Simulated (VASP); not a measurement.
# HfN (P-6m2) in VASP: a series of runs

Runs on HfN. Level: PBE. Tasks: single point.

Program: VASP 6.6.1. These are calculated values, not measurements. Logs are shortened: lines on timing, memory, paths and dates and some standing lists are left out, and cuts for length are marked.

## 1. The cell of the first run

The structure is hexagonal, space group P-6m2 (No. 187). Conventional cell: a = 3.036 Å, b = 3.036 Å, c = 2.867 Å, α = 90.00°, β = 90.00°, γ = 120.00°. Within 3.0 Å of Hf (site symmetry -6m2) lie 6 N at 2.26 Å and 2 Hf at 2.87 Å. N (site symmetry -6m2) has 6 Hf at 2.26 Å and 2 N at 2.87 Å within 3.0 Å.

## 2. Single point, PBE (volume scaled by 0.945)

Input file INCAR:

```
SYSTEM = HfN
PREC = Accurate
ENCUT = 600
EDIFF = 1E-6
ISMEAR = 0
SIGMA = 0.05
LREAL = .False.
LASPH = .True.
NELM = 120
ALGO = Normal
ISIF = 2
LWAVE = .False.
LCHARG = .False.
GGA = PE
NBANDS = 14
GGA_COMPAT = .False.
```

Input file KPOINTS:

```
regular mesh
0
Gamma
  14 14 12
  0 0 0
```

Input file POSCAR:

```
HfN
1.0
    3.0364380953      0.0000000000      0.0000000000
   -1.5182190476      2.6296325275      0.0000000000
    0.0000000000      0.0000000000      2.8674182155
Hf N
1 1
Direct
    0.0000000000      0.0000000000      0.0000000000
    0.6666666667      0.3333333333      0.5000000000
```

Potentials or basis: VASP PAW PBE potentials, release 64 (Hf_pv, N).

On the command line:

```bash
$ cat potpaw_PBE.64/Hf_pv/POTCAR potpaw_PBE.64/N/POTCAR > POTCAR
$ mpirun -np 1 vasp_std > vasp.out
```

OUTCAR:

```text
SYSTEM = HfN
   PREC = Accurate
   ENCUT = 600
   EDIFF = 1E-6
   ISMEAR = 0
   LREAL = .False.
   LASPH = .True.
   NELM = 120
   ISIF = 2
   GGA = PE

 ion  position               nearest neighbor table
   1  0.000  0.000  0.000-   2 2.26   2 2.26   2 2.26   2 2.26   2 2.26   2 2.26
   2  0.667  0.333  0.500-   1 2.26   1 2.26   1 2.26   1 2.26   1 2.26   1 2.26

  LATTYP: Found a hexagonal cell.
 ALAT       =     3.0364380953
 C/A-ratio  =     0.9443361351

  Lattice vectors:

 A1 = (   3.0364380953,   0.0000000000,   0.0000000000)
 A2 = (  -1.5182190476,   2.6296325275,   0.0000000000)
 A3 = (   0.0000000000,   0.0000000000,   2.8674182155)

Analysis of symmetry for initial positions (statically):
=====================================================================
 Subroutine PRICEL returns:
 Original cell was already a primitive cell.

 Routine SETGRP: Setting up the symmetry group for a
 hexagonal supercell.

 Subroutine GETGRP returns: Found 12 space group operations
 (whereof 12 operations were pure point group operations)
 out of a pool of 24 trial point group operations.

The static configuration has the point symmetry D_3h.

Analysis of symmetry for dynamics (positions and initial velocities):
=====================================================================
 Subroutine PRICEL returns:
 Original cell was already a primitive cell.

 Routine SETGRP: Setting up the symmetry group for a
 hexagonal supercell.

 Subroutine GETGRP returns: Found 12 space group operations
 (whereof 12 operations were pure point group operations)
 out of a pool of 24 trial point group operations.

The dynamic configuration has the point symmetry D_3h.

 Subroutine INISYM returns: Found 12 space group operations
 (whereof 12 operations are pure point group operations),
 and found     1 'primitive' translations

----------------------------------------------------------------------------------------

                                     Primitive cell

  volume of cell :      22.8955

  direct lattice vectors                    reciprocal lattice vectors
     3.036438095  0.000000000  0.000000000     0.329333241  0.190140636  0.000000000
    -1.518219048  2.629632528  0.000000000     0.000000000  0.380281271  0.000000000
     0.000000000  0.000000000  2.867418215     0.000000000  0.000000000  0.348745779

  length of vectors
     3.036438095  3.036438095  2.867418215     0.380281271  0.380281271  0.348745779

  position of ions in fractional coordinates (direct lattice)
     0.000000000  0.000000000  0.000000000
     0.666666667  0.333333333  0.500000000

  ion indices of the primitive-cell ions
   primitive index   ion index
                 1           1
                 2           2

----------------------------------------------------------------------------------------

 KPOINTS: regular mesh

Automatic generation of k-mesh.
 Grid dimensions read from file:
 generate k-points for:   14   14   12

 Generating k-lattice:

  Cartesian coordinates                     Fractional coordinates (reciprocal lattice)
     0.023523803  0.013581474  0.000000000     0.071428571  0.000000000  0.000000000
     0.000000000  0.027162948  0.000000000     0.000000000  0.071428571  0.000000000
     0.000000000  0.000000000  0.029062148     0.000000000  0.000000000  0.083333333

  Length of vectors
     0.027162948  0.027162948  0.029062148

  Shift w.r.t. Gamma in fractional coordinates (k-lattice)
     0.000000000  0.000000000  0.000000000

 Subroutine IBZKPT returns following result:
 ===========================================

 Found    168 irreducible k-points:

 Following reciprocal coordinates:
            Coordinates               Weight
  0.000000  0.000000  0.000000      1.000000
  0.071429  0.000000  0.000000      6.000000
  0.142857  0.000000  0.000000      6.000000
  0.214286 -0.000000  0.000000      6.000000
  0.285714  0.000000  0.000000      6.000000
  0.357143  0.000000  0.000000      6.000000
[... 16 lines left out ...]
  0.285714  0.285714  0.000000      6.000000
  0.357143  0.285714  0.000000      6.000000
 [... further k-points ...]
   k-points           NKPTS =    168   k-points in BZ     NKDIM =    168   number of bands    NBANDS=     14
   number of dos      NEDOS =    301   number of ions     NIONS =      2
   total plane-waves  NPLWV =  13824
   dimension x,y,z NGX =    24 NGY =   24 NGZ =   24
   dimension x,y,z NGXF=    48 NGYF=   48 NGZF=   48
   ions per type =               1   1
   NGX,Y,Z   is equivalent  to a cutoff of  13.14, 13.14, 13.91 a.u.
   NGXF,Y,Z  is equivalent  to a cutoff of  26.28, 26.28, 27.83 a.u.
 SYSTEM =  HfN
   PREC   = accura    normal or accurate (medium, high low for compatibility)
   ISTART =      0    job   : 0-new  1-cont  2-samecut
   ICHARG =      2    charge: 1-file 2-atom 10-const
   ISPIN  =      1    spin polarized calculation?
   LNONCOLLINEAR =      F non collinear calculations
   LSORBIT =      F    spin-orbit coupling
   LASPH  =      T    aspherical Exc in radial PAW
   ENCUT  =  600.0 eV  44.10 Ry    6.64 a.u.   6.06  6.06  5.73*2*pi/ulx,y,z
   NELM   =    120;   NELMIN=  2; NELMDL= -5     # of ELM steps
   EDIFF  = 0.1E-05   stopping-criterion for ELM
   LREAL  =      F    real-space projection
   EDIFFG = 0.1E-04   stopping-criterion for IOM
   NSW    =      0    number of steps for IOM
   IBRION =     -1    ionic relax: 0-MD 1-quasi-New 2-CG
   NFREE  =      0    steps in history (QN), initial steepest desc. (CG)
   ISIF   =      2    stress and relaxation
   ISYM   =      2    0-nonsym 1-usesym 2-fastsym
   POTIM  = 0.5000    time-step for ionic-motion
   TEBEG  =    0.0;   TEEND  =   0.0 temperature during run
   PSTRESS=    0.0 pullay stress
   NELECT =      15.0000    total number of electrons
   NUPDOWN=      -1.0000    fix difference up-down
   EMIN   =  10.00;   EMAX   =-10.00  energy-range for DOS
   EFERMI =   0.00;   METHOD = LEGACY
   ISMEAR =     0;   SIGMA  =   0.05  broadening in eV -4-tet -1-fermi 0-gaus
   EFERMI_NEDOS =   21; number of points for ismear=-14 and -15
   IALGO  =     38    algorithm
   IMIX   =      4    mixing-type and parameters
     AMIX     =   0.40;   BMIX     =  1.00
     AMIX_MAG =   1.60;   BMIX_MAG =  1.00
  volume/ion in A,a.u.               =      11.45        77.25
  Fermi-wavevector in a.u.,A,eV,Ry     =   1.421854  2.686915 27.506483  2.021669
  Thomas-Fermi vector in A             =   2.542620
   LORBIT       =      0    0 simple, 1 ext, 2 COOP (PROOUT), +10 PAW based schemes
   GGA     = PE    functional components
   LHFCALC =     F    Hartree Fock is set to
   AEXX    =    0.0000 exact exchange contribution
   IVDW    =     0    specifies the selected vdW correction
   LEPSILON=     F    determine dielectric tensor
   LRPA    =     F    only Hartree local field effects (RPA)
 non-spin polarized calculation
 Gauss-broadening in eV      SIGMA  =   0.05
  energy-cutoff  :      600.00
  volume of cell :       22.90
 maximum number of plane-waves:       786
   NGX = 13   NGY = 13   NGZ = 11

 number of electron      14.9999999 magnetization

 Free energy of the ion-electron system (eV)
  ---------------------------------------------------
  ext. energy  EPLUGINS =         0.00000000
  ---------------------------------------------------
  free energy    TOTEN  =       -20.92985570 eV

  energy without entropy =      -20.92737116  energy(sigma->0) =      -20.92861343

 E-fermi :   7.3287     XC(G=0): -12.7310

 val. band max:        7.3266490916   @ k =   0.2143  -0.0000   0.2500
 cond. band min:       7.3300259854   @ k =   0.1429   0.1429   0.2500
 fundamental gap:      0.0033768938
 Fermi energy:         7.3287329305

 k-point     1 :       0.0000    0.0000    0.0000
  band No.  band energies     occupation
      1     -22.7217      2.00000
      2     -22.7217      2.00000
      3     -22.5338      2.00000
      4      -9.0849      2.00000
      5       3.7710      2.00000
      6       3.7710      2.00000
      7       4.9043      2.00000
      8       5.6837      2.00000
      9       9.8376      0.00000
     10      12.4524      0.00000
     11      12.4524      0.00000
     12      13.6303      0.00000
     13      13.6303      0.00000
     14      20.6462      0.00000

 k-point     2 :       0.0714    0.0000    0.0000
  band No.  band energies     occupation
      1     -22.7830      2.00000
      2     -22.7342      2.00000
      3     -22.5265      2.00000
      4      -8.9814      2.00000
      5       3.4733      2.00000
      6       3.8454      2.00000
      7       5.0222      2.00000
      8       5.5660      2.00000
      9      10.2515      0.00000
     10      12.2099      0.00000
     11      12.4745      0.00000
     12      13.5741      0.00000
     13      13.7251      0.00000
     14      20.6513      0.00000

 k-point     3 :       0.1429    0.0000    0.0000
  band No.  band energies     occupation
      1     -22.9509      2.00000
      2     -22.7689      2.00000
      3     -22.5060      2.00000
      4      -8.6924      2.00000
      5       2.7918      2.00000
      6       4.0510      2.00000
      7       5.2559      2.00000
      8       5.3360      2.00000
      9      11.2234      0.00000
     10      11.6749      0.00000
     11      12.5618      0.00000
     12      13.4212      0.00000
     13      13.9459      0.00000
     14      20.6567      0.00000
[... 324 lines left out ...]
 k-point    23 :       0.2857    0.2857    0.0000
  band No.  band energies     occupation
      1     -23.6324      2.00000
      2     -23.3160      2.00000
      3     -22.3711      2.00000
      4      -6.7335      2.00000
      5       1.1285      2.00000
      6       3.1422      2.00000
      7       3.8352      2.00000
      8       8.0677      0.00000
      9      10.0685      0.00000
     10      10.8520      0.00000
     11      12.3007      0.00000
     12      16.3899      0.00000
     13      19.3210      0.00000
     14      20.6578      0.00000

 k-point    24 :       0.3571    0.2857    0.0000
  band No.  band energies     occupation
      1     -23.6030      2.00000
      2     -23.3879      2.00000
      3     -22.3664      2.00000
      4      -6.6586      2.00000
      5       1.2251      2.00000
      6       2.9105      2.00000
      7       3.8086      2.00000
      8       8.3826      0.00000
      9      10.1951      0.00000
     10      10.7064      0.00000
     11      11.7472      0.00000
     12      16.5464      0.00000
     13      20.1148      0.00000
     14      20.7997      0.00000

 [... further k-points ...]

------------------------ aborting loop because EDIFF is reached ----------------------------------------

  FORCE on cell =-STRESS in cart. coord.  units (eV):
  Direction    XX          YY          ZZ          XY          YZ          ZX
  --------------------------------------------------------------------------------------
  -------------------------------------------------------------------------------------
  Total        1.8313207      1.8313207      1.7457127      0.0000000      0.0000000      0.0000000
  in kB      128.1517204    128.1517204    122.1610653      0.0000000      0.0000000      0.0000000
  external PRESSURE =     126.1548353 kB  Pullay stress =       0.0000000 kB

 VOLUME and BASIS-vectors are now :
 -----------------------------------------------------------------------------
  energy-cutoff  :      600.00
  volume of cell :       22.90
      direct lattice vectors                 reciprocal lattice vectors
     3.036438095  0.000000000  0.000000000     0.329333241  0.190140636  0.000000000
    -1.518219048  2.629632528  0.000000000     0.000000000  0.380281271  0.000000000
     0.000000000  0.000000000  2.867418215     0.000000000  0.000000000  0.348745779

 POSITION                                       TOTAL-FORCE (eV/Angst)
 -----------------------------------------------------------------------------------
      0.00000      0.00000      0.00000         0.000000      0.000000      0.000000
      1.51822      0.87654      1.43371        -0.000000      0.000000      0.000000
 -----------------------------------------------------------------------------------
    total drift:                               -0.000000      0.000000      0.000000

  FREE ENERGIE OF THE ION-ELECTRON SYSTEM (eV)
  ---------------------------------------------------
  free  energy   TOTEN  =       -20.9298556968 eV

  energy  without entropy=      -20.9273711639  energy(sigma->0) =      -20.92861343
```

It took 24 s on 1 thread of Intel Xeon Platinum 8488C (Sapphire Rapids), shared host; peak memory 0.19 GiB.

What came out:

- Free energy: -20.9299 eV
- Pressure: 12.6 GPa

Levels at points of the mesh, in eV from the Fermi level:
```csv
k point,band 5,band 6,band 7,band 8,band 9,band 10
"(0.00, 0.00, 0.00)",-3.56,-3.56,-2.42,-1.65,2.51,5.12
"(0.50, 0.00, 0.00)",-6.85,-3.52,-2.23,-1.86,5.22,5.30
"(0.00, 0.00, 0.50)",-7.96,-2.73,-2.73,1.58,1.58,4.00
"(0.50, 0.00, 0.50)",-5.96,-4.81,-4.48,0.89,5.42,7.09
```

Caveat: spin-orbit coupling is left out, which moves the levels of the heavy elements.

## 3. Single point, PBE (volume scaled by 0.960)

Input file INCAR:

```
  ALGO = Normal
  EDIFF = 1E-6
  ENCUT = 600
  GGA = PE
  GGA_COMPAT = False
  ISIF = 2
  ISMEAR = 0
  LASPH = True
  LCHARG = False
  LREAL = False
  LWAVE = False
  NBANDS = 14
  NELM = 120
  PREC = Accurate
  SIGMA = 0.05
```

Input file KPOINTS:

```
k-points
0
Gamma
  14 14 12
```

Input file POSCAR:

```
HfN
1.0
    3.0538208483      0.0000000000      0.0000000000
   -1.5269104241      2.6446864332      0.0000000000
    0.0000000000      0.0000000000      2.8798655714
Hf N
1 1
Direct
    0.0000000000      0.0000000000      0.0000000000
    0.6666666667      0.3333333333      0.5000000000
```

Potentials or basis: VASP PAW PBE potentials, release 64 (Hf_pv, N).

On the command line:

```bash
$ cat potpaw_PBE.64/Hf_pv/POTCAR potpaw_PBE.64/N/POTCAR > POTCAR
$ mpirun -np 1 vasp_std > vasp.out
```

Run time: 26 s. Hardware: 1 thread of Intel Xeon Platinum 8488C (Sapphire Rapids), shared host; peak memory 0.19 GiB.

Results (log left out):

```
Free energy : -20.9540 eV
Pressure    : 8.2 GPa
```

Stress tensor (GPa, compression positive):
```
8.37 0.00 0.00
0.00 8.37 0.00
0.00 0.00 7.82
```

Levels at points of the mesh, in eV from the Fermi level:
```csv
k point,band 4,band 5,band 6,band 7,band 8,band 9,band 10,band 11
"(0.00, 0.00, 0.00)",-16.32,-3.52,-3.52,-2.37,-1.64,2.38,5.04,5.04
"(0.50, 0.00, 0.00)",-14.28,-6.79,-3.46,-2.23,-1.82,5.11,5.22,6.77
"(0.00, 0.00, 0.50)",-13.72,-7.89,-2.70,-2.70,1.57,1.57,3.95,4.56
"(0.50, 0.00, 0.50)",-14.53,-5.89,-4.77,-4.42,0.84,5.30,6.95,8.32
```

Caveat: spin-orbit coupling is left out, which moves the levels of the heavy elements.

## 4. Single point, PBE (volume scaled by 0.980)

Input file INCAR:

```
PREC = Accurate
ENCUT = 600
EDIFF = 1E-6
ISMEAR = 0
SIGMA = 0.05
LREAL = False
LASPH = True
NELM = 120
ALGO = Normal
ISIF = 2
LWAVE = False
LCHARG = False
GGA = PE
NBANDS = 14
GGA_COMPAT = False
```

Input file KPOINTS:

```
Automatic mesh
0
Gamma
  14 14 12
```

Input file POSCAR:

```
HfN
1.0
    3.0766405487      0.0000000000      0.0000000000
   -1.5383202743      2.6644488735      0.0000000000
    0.0000000000      0.0000000000      2.8964140855
Hf N
1 1
Direct
    0.0000000000      0.0000000000      0.0000000000
    0.6666666667      0.3333333333      0.5000000000
```

Potentials or basis: VASP PAW PBE potentials, release 64 (Hf_pv, N).

On the command line:

```bash
$ cat potpaw_PBE.64/Hf_pv/POTCAR potpaw_PBE.64/N/POTCAR > POTCAR
$ mpirun -np 1 vasp_std > vasp.out
```

OUTCAR:

```text
PREC = Accurate
   ENCUT = 600
   EDIFF = 1E-6
   ISMEAR = 0
   LREAL = False
   LASPH = True
   NELM = 120
   ISIF = 2
   GGA = PE

 ion  position               nearest neighbor table
   1  0.000  0.000  0.000-   2 2.29   2 2.29   2 2.29   2 2.29   2 2.29   2 2.29
   2  0.667  0.333  0.500-   1 2.29   1 2.29   1 2.29   1 2.29   1 2.29   1 2.29

  LATTYP: Found a hexagonal cell.
 ALAT       =     3.0766405487
 C/A-ratio  =     0.9414210206

  Lattice vectors:

[... 595 lines left out ...]

------------------------ aborting loop because EDIFF is reached ----------------------------------------

  FORCE on cell =-STRESS in cart. coord.  units (eV):
  Direction    XX          YY          ZZ          XY          YZ          ZX
  --------------------------------------------------------------------------------------
  -------------------------------------------------------------------------------------
  Total        0.4403391      0.4403391      0.3620918      0.0000000      0.0000000     -0.0000000
  in kB       29.7134475     29.7134475     24.4334347      0.0000000      0.0000000     -0.0000000
  external PRESSURE =      27.9534432 kB  Pullay stress =       0.0000000 kB

 VOLUME and BASIS-vectors are now :
 -----------------------------------------------------------------------------
  energy-cutoff  :      600.00
  volume of cell :       23.74
      direct lattice vectors                 reciprocal lattice vectors
     3.076640549  0.000000000  0.000000000     0.325029845  0.187656068  0.000000000
    -1.538320274  2.664448874  0.000000000     0.000000000  0.375312137  0.000000000
     0.000000000  0.000000000  2.896414086     0.000000000  0.000000000  0.345254501

 POSITION                                       TOTAL-FORCE (eV/Angst)
 -----------------------------------------------------------------------------------
      0.00000      0.00000      0.00000         0.000000      0.000000      0.000000
      1.53832      0.88815      1.44821        -0.000000      0.000000      0.000000
 -----------------------------------------------------------------------------------
    total drift:                               -0.000000      0.000000      0.000000

  FREE ENERGIE OF THE ION-ELECTRON SYSTEM (eV)
  ---------------------------------------------------
  free  energy   TOTEN  =       -20.9712737161 eV

  energy  without entropy=      -20.9687038210  energy(sigma->0) =      -20.96998877
```

stdout:

```text
POSCAR found type information on POSCAR HfN
 POSCAR found :  2 types and       2 ions
 scaLAPACK will be used
 LDA part: xc-table for (Slater+PW92), standard interpolation
 POSCAR, INCAR and KPOINTS ok, starting setup
 FFT: planning ... GRIDC
 FFT: planning ... GRID_SOFT
 FFT: planning ... GRID
 WAVECAR not read
 entering main loop
```

Run time: 38 s. Hardware: 1 thread of Intel Xeon Platinum 8488C (Sapphire Rapids), shared host; peak memory 0.2 GiB.

Results:

- Free energy: -20.9713 eV
- Pressure: 2.8 GPa

Caveat: spin-orbit coupling is left out, which moves the levels of the heavy elements.

## 5. The runs side by side

| cell | gap on the mesh (eV) | pressure (GPa) |
| --- | --- | --- |
| a = 3.036, b = 3.036, c = 2.867 Å, angles 90.0, 90.0, 120.0°, 2 atoms | none | 12.6 |
| a = 3.054, b = 3.054, c = 2.880 Å, angles 90.0, 90.0, 120.0°, 2 atoms | none | 8.2 |
| a = 3.077, b = 3.077, c = 2.896 Å, angles 90.0, 90.0, 120.0°, 2 atoms | none | 2.8 |

Alike in all rows: task single point; level PBE; potentials or basis VASP PAW PBE potentials, release 64 (Hf_pv, N); no spin polarisation; k mesh 14 × 14 × 12; cutoff (eV) 600; smearing gaussian 0.05 eV.

Caveats: spin-orbit coupling is left out, which moves the levels of the heavy elements.

Absolute energies hang on the potentials; compare differences alone.
